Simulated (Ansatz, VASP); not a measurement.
# HCl in VASP and in Ansatz

```
Cl H
1.0
     7.98957    0.00000    0.00000
     0.00000    7.98957    0.00000
     0.00000    0.00000    7.98957
Cl H
10 10
Direct
  0.45213 0.19269 0.34690
  0.50835 0.77091 0.55072
  0.57749 0.45986 0.94093
  0.09718 0.93336 0.43927
  0.04743 0.54140 0.68516
  0.81771 0.83314 0.03577
  0.91885 0.28090 0.25623
  0.30108 0.80968 0.06506
  0.15946 0.17628 0.90020
  0.76398 0.15564 0.68242
  0.57334 0.23658 0.24896
  0.51664 0.91053 0.46874
  0.65853 0.36052 0.83775
  0.00559 0.05589 0.37537
  0.99890 0.68858 0.63861
  0.74815 0.69373 0.98911
  0.00435 0.25050 0.11782
  0.22305 0.84133 0.20652
  0.20842 0.02809 0.95835
  0.90301 0.13592 0.76684
```

Alike in both runs: functional PBE; dispersion D3(BJ); k mesh 1 × 1 × 1; occupations fermi-dirac, width 0.02 eV; no spin polarisation.

Ansatz relaxed the structure, and its values are those at the end. VASP's run is a single point on that final structure, the one shown.

|  | VASP | Ansatz |
| --- | --- | --- |
| version | VASP 6.6.1 | Ansatz 0.2.0 |
| potentials or method | VASP PAW PBE potentials, release 64 (Cl, H), cutoff 520 eV | scalar-relativistic, plane waves, PAW |
| valence electrons in the cell | 80 | 80 |

|  | VASP | Ansatz | Ansatz less VASP |
| --- | --- | --- | --- |
| rms of the force components (eV/Å) | 0.086 | 0.056 | -0.0299 |
